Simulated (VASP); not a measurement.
# Zn2C (I4/mmm) in VASP: further runs, part 2 of 2

VASP 6.6.1. Earlier steps stand in the parts before.

### Step 3. Single point, r2SCAN (biaxial xy strain +2.1%)

POSCAR reads:

```
Zn2C
1.0
    0.0000000000      2.6318281618      2.5779490272
    2.6318281618      0.0000000000      2.5779490272
    2.6318281618      2.6318281618      0.0000000000
C Zn
1 2
Direct
    0.0000000000      0.0000000000      0.0000000000
    0.2500000000      0.2500000000      0.2500000000
    0.7500000000      0.7500000000      0.7500000000
```

INCAR.step1 reads:

```
PREC = Accurate
ENCUT = 520
ISMEAR = -1
SIGMA = 0.02
LREAL = False
LASPH = True
NELM = 100
NBANDS = 21
GGA = PE
ALGO = Normal
EDIFF = 1E-4
LWAVE = True
LCHARG = False
```

INCAR.step2 reads:

```
PREC = Accurate
ENCUT = 520
EDIFF = 1E-7
ISMEAR = -1
SIGMA = 0.02
LREAL = False
LASPH = True
NELM = 100
ALGO = Normal
ISIF = 2
LWAVE = False
LCHARG = False
METAGGA = R2SCAN
LMIXTAU = True
NBANDS = 21
ISTART = 1
```

KPOINTS reads:

```
Automatic mesh
0
Gamma
  8 8 8
```

Potentials or basis: VASP PAW PBE potentials, release 64 (C, Zn).

Started as:

```sh
> cat potpaw_PBE.64/C/POTCAR potpaw_PBE.64/Zn/POTCAR > POTCAR
> cp INCAR.step1 INCAR
> mpirun -np 1 vasp_std > vasp.out
> cp INCAR.step2 INCAR
> mpirun -np 1 vasp_std > vasp.out
```

OUTCAR:

```text
PREC = Accurate
   ENCUT = 520
   EDIFF = 1E-7
   ISMEAR = -1
   LREAL = False
   LASPH = True
   NELM = 100
   ISIF = 2
   METAGGA = R2SCAN
   ISTART = 1

 ion  position               nearest neighbor table
   1  0.000  0.000  0.000-   3 2.26   3 2.26   3 2.26   2 2.26   3 2.26   2 2.26   2 2.26   2 2.26

   2  0.250  0.250  0.250-   1 2.26   1 2.26   1 2.26   1 2.26   3 2.58   3 2.58   3 2.63   3 2.63
                             3 2.63   3 2.63
   3  0.750  0.750  0.750-   1 2.26   1 2.26   1 2.26   1 2.26   2 2.58   2 2.58   2 2.63   2 2.63
                             2 2.63   2 2.63

[... 766 lines left out ...]
     21      16.5513      0.00000

 [... further k-points ...]
[... 5 lines left out ...]
  --------------------------------------------------------------------------------------
  -------------------------------------------------------------------------------------
  Total       -1.4424432     -1.4424432     -0.3842454      0.0000000     -0.0000000      0.0000000
  in kB      -64.7127587    -64.7127587    -17.2385149      0.0000000     -0.0000000      0.0000000
  external PRESSURE =     -48.8880108 kB  Pullay stress =       0.0000000 kB

 VOLUME and BASIS-vectors are now :
 -----------------------------------------------------------------------------
  energy-cutoff  :      520.00
  volume of cell :       35.71
      direct lattice vectors                 reciprocal lattice vectors
     0.000000000  2.631828162  2.577949027    -0.189982008  0.189982008  0.193952632
     2.631828162  0.000000000  2.577949027     0.189982008 -0.189982008  0.193952632
     2.631828162  2.631828162  0.000000000     0.189982008  0.189982008 -0.193952632

 POSITION                                       TOTAL-FORCE (eV/Angst)
 -----------------------------------------------------------------------------------
      0.00000      0.00000      0.00000        -0.000000      0.000000      0.000000
      1.31591      1.31591      1.28897         0.000000      0.000000      0.000000
      3.94774      3.94774      3.86692        -0.000000     -0.000000      0.000000
 -----------------------------------------------------------------------------------
    total drift:                                0.000000      0.000000      0.000000

  FREE ENERGIE OF THE ION-ELECTRON SYSTEM (eV)
  ---------------------------------------------------
  free  energy   TOTEN  =       -25.8045804525 eV

  energy  without entropy=      -25.8045218266  energy(sigma->0) =      -25.80455114
```

OUTCAR.step1:

```text
PREC = Accurate
   ENCUT = 520
   ISMEAR = -1
   LREAL = False
   LASPH = True
   NELM = 100
[... 802 lines left out ...]
      0.00000      0.00000      0.00000        -0.000000     -0.000000     -0.000000
      1.31591      1.31591      1.28897        -0.000000     -0.000000     -0.000000
      3.94774      3.94774      3.86692         0.000000      0.000000      0.000000
 -----------------------------------------------------------------------------------
    total drift:                                0.000000      0.000000      0.000000

  FREE ENERGIE OF THE ION-ELECTRON SYSTEM (eV)
  ---------------------------------------------------
  free  energy   TOTEN  =        -9.2604619047 eV

  energy  without entropy=       -9.2604097046  energy(sigma->0) =       -9.26043580
```

Wall time 3.7 min (1 thread of AMD EPYC 7R13 (Zen 3), shared host); peak memory 0.16 GiB.

Results:

```
Free energy            : -25.8046 eV
Pressure               : -4.9 GPa
Band gap on the k mesh : 0.11 eV, direct
```

Levels at points of the mesh, in eV from the valence-band top:
```
           k point  band 12  band 13  band 14  band 15  band 16  band 17
(0.00, 0.00, 0.00)    -0.02     0.00     0.00     0.11     4.38     4.61
(0.50, 0.00, 0.00)    -7.19    -1.18    -1.06     0.97     5.34     5.59
(0.50, 0.50, 0.00)    -5.25    -3.76    -3.76     1.03     1.53     8.05
(0.50, 0.00, 0.50)    -5.46    -3.64    -3.60     1.21     1.90     7.81
```

Caveat: the cell differs from its parent crystal (biaxial xy strain +2.1%); the PAW data sets were made with another functional, which shifts forces and pressure a little.
